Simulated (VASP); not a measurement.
# NaF (I4/mmm) in VASP: further runs

NaF is run at these levels: PBEsol; tasks: single point.

Program: VASP 6.6.1. These are calculated values, not measurements. Logs are shortened: lines on timing, memory, paths and dates and some standing lists are left out, and cuts for length are marked.

## 1. The cell of the first run

Symmetry: I4/mmm, No. 139, tetragonal system. The conventional cell has a = 3.286 Å, b = 3.286 Å, c = 4.740 Å, α = 90.00°, β = 90.00°, γ = 90.00°. Within 3.1 Å of Na (site symmetry 4/mmm) lie 6 F at 2.32 to 2.37 Å. Within 3.1 Å of F (site symmetry 4/mmm) lie 6 Na at 2.32 to 2.37 Å.

## 2. Single point, PBEsol (strain +0.0200 x Voigt [0, 0, 1, 0, 0, 0])

INCAR

```
SYSTEM = NaF
PREC = Accurate
ENCUT = 520
EDIFF = 1E-6
ISMEAR = 0
SIGMA = 0.05
LREAL = .False.
LASPH = .True.
NELM = 80
ALGO = Normal
ISIF = 2
LWAVE = .False.
LCHARG = .False.
GGA = PS
NBANDS = 14
```

KPOINTS

```
Automatic mesh
0
Gamma
  8 8 8
  0 0 0
```

POSCAR

```
NaF
1.0
    0.0000000000      2.3233000000      2.3697660000
    2.3233000000      0.0000000000      2.3697660000
    2.3233000000      2.3233000000      0.0000000000
Na F
1 1
Direct
    0.0000000000      0.0000000000      0.0000000000
    0.5000000000      0.5000000000      0.5000000000
```

Potentials or basis: VASP PAW PBE potentials, release 64 (Na_pv, F).

Command:

```sh
cat potpaw_PBE.64/Na_pv/POTCAR potpaw_PBE.64/F/POTCAR > POTCAR
mpirun -np 1 vasp_std > vasp.out
```

OUTCAR:

```text
SYSTEM = NaF
   PREC = Accurate
   ENCUT = 520
   EDIFF = 1E-6
   ISMEAR = 0
   LREAL = .False.
   LASPH = .True.
   NELM = 80
   ISIF = 2
   GGA = PS

 ion  position               nearest neighbor table
   1  0.000  0.000  0.000-   2 2.32   2 2.32   2 2.32   2 2.32
   2  0.500  0.500  0.500-   1 2.32   1 2.32   1 2.32   1 2.32

  LATTYP: Found a body centered tetragonal cell.
 ALAT       =     3.2856423695
 C/A-ratio  =     1.4424978336

  Lattice vectors:

 A1 = (  -2.3233000000,   0.0000000000,   2.3697660000)
 A2 = (   2.3233000000,   0.0000000000,   2.3697660000)
 A3 = (   0.0000000000,   2.3233000000,  -2.3697660000)

Analysis of symmetry for initial positions (statically):
=====================================================================
 Subroutine PRICEL returns:
 Original cell was already a primitive cell.

 Routine SETGRP: Setting up the symmetry group for a
 body centered tetragonal supercell.

 Subroutine GETGRP returns: Found 16 space group operations
 (whereof 16 operations were pure point group operations)
 out of a pool of 16 trial point group operations.

The static configuration has the point symmetry D_4h.

Analysis of symmetry for dynamics (positions and initial velocities):
=====================================================================
 Subroutine PRICEL returns:
 Original cell was already a primitive cell.

 Routine SETGRP: Setting up the symmetry group for a
 body centered tetragonal supercell.

 Subroutine GETGRP returns: Found 16 space group operations
 (whereof 16 operations were pure point group operations)
 out of a pool of 16 trial point group operations.

The dynamic configuration has the point symmetry D_4h.

 Subroutine INISYM returns: Found 16 space group operations
 (whereof 16 operations are pure point group operations),
 and found     1 'primitive' translations

----------------------------------------------------------------------------------------

                                     Primitive cell

  volume of cell :      25.5827

  direct lattice vectors                    reciprocal lattice vectors
     0.000000000  2.323300000  2.369766000    -0.215211122  0.215211122  0.210991296
     2.323300000  0.000000000  2.369766000     0.215211122 -0.215211122  0.210991296
     2.323300000  2.323300000  0.000000000     0.215211122  0.215211122 -0.210991296

  length of vectors
     3.318661445  3.318661445  3.285642369     0.370336308  0.370336308  0.370336308

  position of ions in fractional coordinates (direct lattice)
     0.000000000  0.000000000  0.000000000
     0.500000000  0.500000000  0.500000000

  ion indices of the primitive-cell ions
   primitive index   ion index
                 1           1
                 2           2

----------------------------------------------------------------------------------------

 KPOINTS: Automatic mesh

Automatic generation of k-mesh.
 Grid dimensions read from file:
 generate k-points for:    8    8    8

 Generating k-lattice:

  Cartesian coordinates                     Fractional coordinates (reciprocal lattice)
    -0.026901390  0.026901390  0.026373912     0.125000000  0.000000000  0.000000000
     0.026901390 -0.026901390  0.026373912     0.000000000  0.125000000  0.000000000
     0.026901390  0.026901390 -0.026373912    -0.000000000 -0.000000000  0.125000000

  Length of vectors
     0.046292039  0.046292039  0.046292039

  Shift w.r.t. Gamma in fractional coordinates (k-lattice)
     0.000000000  0.000000000  0.000000000

 Subroutine IBZKPT returns following result:
 ===========================================

 Found     59 irreducible k-points:

 Following reciprocal coordinates:
            Coordinates               Weight
  0.000000  0.000000  0.000000      1.000000
  0.125000 -0.000000  0.000000      8.000000
  0.250000 -0.000000  0.000000      8.000000
  0.375000 -0.000000  0.000000      8.000000
  0.500000 -0.000000  0.000000      4.000000
  0.125000  0.125000  0.000000      2.000000
[... 16 lines left out ...]
  0.250000 -0.000000  0.125000     16.000000
  0.375000  0.000000  0.125000     16.000000
 [... further k-points ...]
   k-points           NKPTS =     59   k-points in BZ     NKDIM =     59   number of bands    NBANDS=     14
   number of dos      NEDOS =    301   number of ions     NIONS =      2
   total plane-waves  NPLWV =  18816
   dimension x,y,z NGX =    28 NGY =   28 NGZ =   24
   dimension x,y,z NGXF=    56 NGYF=   56 NGZF=   48
   ions per type =               1   1
   NGX,Y,Z   is equivalent  to a cutoff of  14.03, 14.03, 12.14 a.u.
   NGXF,Y,Z  is equivalent  to a cutoff of  28.05, 28.05, 24.29 a.u.
 SYSTEM =  NaF
   PREC   = accura    normal or accurate (medium, high low for compatibility)
   ISTART =      0    job   : 0-new  1-cont  2-samecut
   ICHARG =      2    charge: 1-file 2-atom 10-const
   ISPIN  =      1    spin polarized calculation?
   LNONCOLLINEAR =      F non collinear calculations
   LSORBIT =      F    spin-orbit coupling
   LASPH  =      T    aspherical Exc in radial PAW
   ENCUT  =  520.0 eV  38.22 Ry    6.18 a.u.   6.17  6.17  6.11*2*pi/ulx,y,z
   NELM   =     80;   NELMIN=  2; NELMDL= -5     # of ELM steps
   EDIFF  = 0.1E-05   stopping-criterion for ELM
   LREAL  =      F    real-space projection
   EDIFFG = 0.1E-04   stopping-criterion for IOM
   NSW    =      0    number of steps for IOM
   IBRION =     -1    ionic relax: 0-MD 1-quasi-New 2-CG
   NFREE  =      0    steps in history (QN), initial steepest desc. (CG)
   ISIF   =      2    stress and relaxation
   ISYM   =      2    0-nonsym 1-usesym 2-fastsym
   POTIM  = 0.5000    time-step for ionic-motion
   TEBEG  =    0.0;   TEEND  =   0.0 temperature during run
   PSTRESS=    0.0 pullay stress
   NELECT =      14.0000    total number of electrons
   NUPDOWN=      -1.0000    fix difference up-down
   EMIN   =  10.00;   EMAX   =-10.00  energy-range for DOS
   EFERMI =   0.00;   METHOD = LEGACY
   ISMEAR =     0;   SIGMA  =   0.05  broadening in eV -4-tet -1-fermi 0-gaus
   EFERMI_NEDOS =   21; number of points for ismear=-14 and -15
   IALGO  =     38    algorithm
   IMIX   =      4    mixing-type and parameters
     AMIX     =   0.40;   BMIX     =  1.00
     AMIX_MAG =   1.60;   BMIX_MAG =  1.00
  volume/ion in A,a.u.               =      12.79        86.32
  Fermi-wavevector in a.u.,A,eV,Ry     =   1.339067  2.530469 24.396596  1.793099
  Thomas-Fermi vector in A             =   2.467488
   LORBIT       =      0    0 simple, 1 ext, 2 COOP (PROOUT), +10 PAW based schemes
   GGA     = PS    functional components
   LHFCALC =     F    Hartree Fock is set to
   AEXX    =    0.0000 exact exchange contribution
   IVDW    =     0    specifies the selected vdW correction
   LEPSILON=     F    determine dielectric tensor
   LRPA    =     F    only Hartree local field effects (RPA)
 non-spin polarized calculation
 Gauss-broadening in eV      SIGMA  =   0.05
  energy-cutoff  :      520.00
  volume of cell :       25.58
 maximum number of plane-waves:       701
 NGX is ok and might be reduce to    28
   NGX = 13   NGY = 13   NGZ = 13

 number of electron      14.0000001 magnetization

 Free energy of the ion-electron system (eV)
  ---------------------------------------------------
  ext. energy  EPLUGINS =         0.00000000
  ---------------------------------------------------
  free energy    TOTEN  =        -8.76494831 eV

  energy without entropy =       -8.76494831  energy(sigma->0) =       -8.76494831

 E-fermi :  -1.9725     XC(G=0):  -9.1944

 val. band max:       -2.2913569946   @ k =   0.0000   0.0000   0.0000
 cond. band min:       3.7251704921   @ k =   0.0000   0.0000   0.0000
 fundamental gap:      6.0165274868
 Fermi energy:        -1.9724849448

 k-point     1 :       0.0000    0.0000    0.0000
  band No.  band energies     occupation
      1     -21.3043      2.00000
      2     -21.1500      2.00000
      3     -21.1431      2.00000
      4     -21.1431      2.00000
      5      -2.2934      2.00000
      6      -2.2934      2.00000
      7      -2.2914      2.00000
      8       3.7252      0.00000
      9      16.2645      0.00000
     10      16.4060      0.00000
     11      16.4060      0.00000
     12      18.9852      0.00000
     13      21.0593      0.00000
     14      21.6197      0.00000

 k-point     2 :       0.1250   -0.0000    0.0000
  band No.  band energies     occupation
      1     -21.5203      2.00000
      2     -21.1501      2.00000
      3     -21.1444      2.00000
      4     -20.9092      2.00000
      5      -2.5848      2.00000
      6      -2.3298      2.00000
      7      -2.3287      2.00000
      8       4.2651      0.00000
      9      14.5923      0.00000
     10      16.5274      0.00000
     11      16.6419      0.00000
     12      20.4823      0.00000
     13      20.8743      0.00000
     14      20.9856      0.00000

 k-point     3 :       0.2500   -0.0000    0.0000
  band No.  band energies     occupation
      1     -21.7435      2.00000
      2     -21.1551      2.00000
      3     -21.1477      2.00000
      4     -20.6385      2.00000
      5      -3.1752      2.00000
      6      -2.4198      2.00000
      7      -2.4128      2.00000
      8       5.5650      0.00000
      9      12.4988      0.00000
     10      16.9776      0.00000
     11      17.1712      0.00000
     12      19.8571      0.00000
     13      20.2612      0.00000
     14      21.5159      0.00000

 k-point     4 :       0.3750   -0.0000    0.0000
  band No.  band energies     occupation
      1     -21.8878      2.00000
      2     -21.1601      2.00000
      3     -21.1509      2.00000
      4     -20.4459      2.00000
      5      -3.6665      2.00000
      6      -2.5080      2.00000
      7      -2.4955      2.00000
      8       7.1122      0.00000
      9      10.8153      0.00000
     10      17.2053      0.00000
     11      17.5224      0.00000
     12      19.8629      0.00000
     13      20.1702      0.00000
     14      21.1144      0.00000

 k-point     5 :       0.5000   -0.0000    0.0000
  band No.  band energies     occupation
      1     -21.9376      2.00000
      2     -21.1622      2.00000
      3     -21.1522      2.00000
      4     -20.3762      2.00000
      5      -3.8508      2.00000
      6      -2.5441      2.00000
      7      -2.5294      2.00000
      8       8.1467      0.00000
      9       9.8100      0.00000
     10      17.2143      0.00000
     11      17.5782      0.00000
[... 276 lines left out ...]
 k-point    22 :       0.1250    0.0000    0.1250
  band No.  band energies     occupation
      1     -21.5453      2.00000
      2     -21.1569      2.00000
      3     -21.1510      2.00000
      4     -20.8673      2.00000
      5      -2.6347      2.00000
      6      -2.3612      2.00000
      7      -2.3544      2.00000
      8       4.4398      0.00000
      9      14.4174      0.00000
     10      16.3904      0.00000
     11      16.4672      0.00000
     12      19.6095      0.00000
     13      21.6112      0.00000
     14      21.8410      0.00000

 k-point    23 :       0.2500   -0.0000    0.1250
  band No.  band energies     occupation
      1     -21.6870      2.00000
      2     -21.1626      2.00000
      3     -21.1554      2.00000
      4     -20.6903      2.00000
      5      -3.0554      2.00000
      6      -2.4433      2.00000
      7      -2.4368      2.00000
      8       5.4718      0.00000
      9      12.8515      0.00000
     10      16.6303      0.00000
     11      16.7279      0.00000
     12      18.4369      0.00000
     13      21.5156      0.00000
     14      23.1765      0.00000

 k-point    24 :       0.3750    0.0000    0.1250
  band No.  band energies     occupation
      1     -21.8136      2.00000
      2     -21.1676      2.00000
      3     -21.1595      2.00000
      4     -20.5228      2.00000
      5      -3.4998      2.00000
      6      -2.5597      2.00000
      7      -2.5237      2.00000
      8       6.9445      0.00000
      9      11.2997      0.00000
     10      16.4680      0.00000
     11      16.9332      0.00000
     12      18.3651      0.00000
     13      21.2278      0.00000
     14      23.0696      0.00000

 [... further k-points ...]

------------------------ aborting loop because EDIFF is reached ----------------------------------------

  FORCE on cell =-STRESS in cart. coord.  units (eV):
  Direction    XX          YY          ZZ          XY          YZ          ZX
  --------------------------------------------------------------------------------------
  -------------------------------------------------------------------------------------
  Total       -0.1647965     -0.1647965     -0.3745037      0.0000000     -0.0000000      0.0000000
  in kB      -10.3207770    -10.3207770    -23.4542012      0.0000000     -0.0000000      0.0000000
  external PRESSURE =     -14.6985851 kB  Pullay stress =       0.0000000 kB

 VOLUME and BASIS-vectors are now :
 -----------------------------------------------------------------------------
  energy-cutoff  :      520.00
  volume of cell :       25.58
      direct lattice vectors                 reciprocal lattice vectors
     0.000000000  2.323300000  2.369766000    -0.215211122  0.215211122  0.210991296
     2.323300000  0.000000000  2.369766000     0.215211122 -0.215211122  0.210991296
     2.323300000  2.323300000  0.000000000     0.215211122  0.215211122 -0.210991296

 POSITION                                       TOTAL-FORCE (eV/Angst)
 -----------------------------------------------------------------------------------
      0.00000      0.00000      0.00000        -0.000000      0.000000     -0.000000
      2.32330      2.32330      2.36977         0.000000     -0.000000      0.000000
 -----------------------------------------------------------------------------------
    total drift:                                0.000000      0.000000      0.000000

  FREE ENERGIE OF THE ION-ELECTRON SYSTEM (eV)
  ---------------------------------------------------
  free  energy   TOTEN  =        -8.7649483051 eV

  energy  without entropy=       -8.7649483051  energy(sigma->0) =       -8.76494831
```

It took 16 s on 1 thread of Intel Xeon Platinum 8124M at 3.00GHz (Skylake/Cascade Lake), shared host; peak memory 0.15 GiB.

Results:

```yaml
Free_energy: -8.7649 eV
Pressure: -1.5 GPa
Band_gap_on_the_k_mesh: 6.02 eV
```

Levels at points of the mesh, in eV from the valence-band top:
```csv
k point,band 4,band 5,band 6,band 7,band 8,band 9,band 10,band 11
"(0.00, 0.00, 0.00)",-18.85,0.00,0.00,0.00,6.02,18.56,18.70,18.70
"(0.50, 0.00, 0.00)",-18.08,-1.56,-0.25,-0.24,10.44,12.10,19.51,19.87
"(0.50, 0.50, 0.00)",-18.78,-1.28,-0.38,-0.38,12.58,13.13,13.21,19.44
"(0.50, 0.00, 0.50)",-18.77,-1.25,-0.42,-0.39,12.84,12.94,13.29,19.12
```

Caveat: the cell differs from its parent crystal (strain +0.0200 x Voigt [0, 0, 1, 0, 0, 0]); the PAW data sets were made with another functional, which shifts forces and pressure a little.

[end of part 1 of 2]
